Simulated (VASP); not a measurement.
Here is a VASP 6.6.1 calculation.

The input POSCAR:

```
NaF
1.0
    0.0000000000      2.3199138019      2.3199138019
    2.3199138019      0.0000000000      2.3199138019
    2.3199138019      2.3199138019      0.0000000000
Na F
1 1
Direct
    0.0000000000      0.0000000000      0.0000000000
    0.5000000000      0.5000000000      0.5000000000
```

The input INCAR.step1:

```
SYSTEM = NaF
PREC = Accurate
ENCUT = 1250
ISMEAR = 0
SIGMA = 0.01
LREAL = .FALSE.
LASPH = .TRUE.
NELM = 120
NBANDS = 15
GGA = PE
ALGO = Normal
EDIFF = 1E-5
LWAVE = .TRUE.
LCHARG = .FALSE.
GGA_COMPAT = .FALSE.
```

The input INCAR.step2:

```
SYSTEM = NaF
PREC = Accurate
ENCUT = 1250
EDIFF = 1E-6
ISMEAR = 0
SIGMA = 0.01
LREAL = .FALSE.
LASPH = .TRUE.
NELM = 120
ALGO = Normal
ISIF = 2
LWAVE = .FALSE.
LCHARG = .FALSE.
METAGGA = R2SCAN
LMIXTAU = .TRUE.
NBANDS = 15
ISTART = 1
GGA_COMPAT = .FALSE.
```

The input KPOINTS:

```
Automatic mesh
0
G
  8 8 8
  0 0 0
```

Potentials or basis: VASP PAW PBE potentials, release 64 (Na_sv, F).

The run is started by

```sh
$ cat potpaw_PBE.64/Na_sv/POTCAR potpaw_PBE.64/F/POTCAR > POTCAR
$ cp INCAR.step1 INCAR
$ mpirun -np 1 vasp_std > vasp.out
$ cp INCAR.step2 INCAR
$ mpirun -np 1 vasp_std > vasp.out
```

Question: Estimate the pressure.

Answer: -1.5 GPa.

Question: What does it give for the band gap on the k mesh?

Answer: 7.11 eV.

Caveat: the PAW data sets were made with another functional, which shifts forces and pressure a little.
